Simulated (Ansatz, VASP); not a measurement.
**GeH4 in VASP and in Ansatz**

INCAR

```
ALGO = Normal
DIPOL = 0.5 0.5 0.651
EDIFF = 1E-6
ENCUT = 410
GGA = PE
GGA_COMPAT = False
IDIPOL = 3
ISIF = 2
ISMEAR = 0
IVDW = 12
LASPH = True
LCHARG = False
LDIPOL = True
LREAL = False
LWAVE = False
NBANDS = 17
NELM = 120
NELMDL = -8
PREC = Accurate
SIGMA = 0.05
```

File KPOINTS:

```
k-points
0
Gamma
  3 3 1
```

Contents of POSCAR:

```
GeH4
1.0
    5.1260959497      0.0000000000      0.0000000000
    0.0000000000      5.2021810367      0.0000000000
    0.0000000000      0.0000000000     30.1919087171
Ge H
1 4
Direct
   -0.0872460446      1.2014282481      0.6467521731
   -0.1112613413      0.7320439044      0.6085756645
    0.1044180800      1.3633045591      0.6750141529
   -0.2245354494      1.0150874547      0.6790438520
   -0.3289881176      1.4090533042      0.6448266191
```

Input for Ansatz:

```yaml
crystal:
  lattice:
    - [5.1260959497, 0.0, 0.0]
    - [0.0, 5.2021810367, 0.0]
    - [0.0, 0.0, 30.1919087171]
  atoms:
    - { symbol: Ge, position: [-0.0872460446, 1.2014282481, 0.6467521731] }
    - { symbol: H, position: [-0.1112613413, 0.7320439044, 0.6085756645] }
    - { symbol: H, position: [0.10441808, 1.3633045591, 0.6750141529] }
    - { symbol: H, position: [-0.2245354494, 1.0150874547, 0.679043852] }
    - { symbol: H, position: [-0.3289881176, 1.4090533042, 0.6448266191] }
basis:
  ecutwfc: 420
kpoints:
  mp_grid: { grid: [3, 3, 1] }
hamiltonian:
  xc: pbe
  dispersion: d3bj
scf:
  occupations: { method: gaussian, width: 0.05 }
output:
  forces: true
  eigenvalues: true
  write_density: true
  volumetric_format: npy
efield:
  axis: 3
  dipole_correction: true
  ramp_width: 0.04
```

Alike in both runs: task single point; functional PBE; dispersion D3(BJ); k mesh 3 × 3 × 1; occupations gaussian, width 0.05 eV; no spin polarisation.

|  | VASP | Ansatz |
| --- | --- | --- |
| version | VASP 6.6.1 | Ansatz 0.2.0 |
| potentials or method | VASP PAW PBE potentials, release 64 (Ge_d, H), cutoff 410 eV | scalar-relativistic, plane waves, PAW |
| valence electrons in the cell | 18 | 18 |

|  | VASP | Ansatz | Ansatz less VASP |
| --- | --- | --- | --- |
| gap on the k mesh at the Fermi level (eV) | 1.38 | 1.38 | +0.003 |
| rms of the force components (eV/Å) | 0.752 | 0.750 | -0.0021 |

Atom by atom the forces differ by 0.011 eV/Å (rms over components).
